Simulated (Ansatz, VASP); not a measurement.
## One calculation of AlCu3, two programs

INCAR

```
  ALGO = Normal
  EDIFF = 1E-6
  ENCUT = 520
  ISIF = 2
  ISMEAR = -1
  LASPH = T
  LCHARG = F
  LREAL = F
  LWAVE = F
  NBANDS = 26
  NELM = 80
  PREC = Accurate
  SIGMA = 0.1
```

The input KPOINTS:

```
k-points
0
Gamma
  7 7 7
```

File POSCAR:

```
AlCu3
1.0
    0.0000000000      2.8390522029      2.8390522029
    2.8390522029      0.0000000000      2.8390522029
    2.8390522029      2.8390522029      0.0000000000
Al Cu
1 3
Direct
    0.0000000000      0.0000000000      0.0000000000
    0.5000000000      0.5000000000      0.5000000000
    0.2500000000      0.2500000000      0.2500000000
    0.7500000000      0.7500000000      0.7500000000
```

Input for Ansatz:

```yaml
crystal:
  lattice:
    - [0.0, 2.8390522028789182, 2.8390522028789182]
    - [2.8390522028789182, 0.0, 2.8390522028789182]
    - [2.8390522028789182, 2.8390522028789182, 0.0]
  atoms:
    - { symbol: Al, position: [0.0, 0.0, 0.0] }
    - { symbol: Cu, position: [0.5, 0.5, 0.5] }
    - { symbol: Cu, position: [0.25, 0.25, 0.25] }
    - { symbol: Cu, position: [0.75, 0.75, 0.75] }
basis:
  ecutwfc: 571.4391111657479
kpoints:
  mp_grid:
    grid: [7, 7, 7]
hamiltonian:
  xc: lda
scf:
  occupations:
    method: fermi_dirac
    width: 0.1
output:
  stress: true
```

Alike in both runs: task single point; functional LDA; k mesh 7 × 7 × 7; occupations fermi-dirac, width 0.1 eV; no spin polarisation.

|  | VASP | Ansatz |
| --- | --- | --- |
| version | VASP 6.6.1 | Ansatz 0.2.0 |
| potentials or method | VASP PAW LDA potentials, release 64 (Al, Cu), cutoff 520 eV | plane waves, PAW |
| valence electrons in the cell | 36 | 60 |

```csv
,VASP,Ansatz,Ansatz less VASP
pressure (GPa),2.4,1.7,-0.70
```

LDA's correlation is that of Perdew and Zunger in VASP and of Perdew and Wang (1992) in Ansatz. VASP's potentials hold 36 valence electrons a cell and Ansatz's 60, so a difference there can come from the potentials and not from the codes.
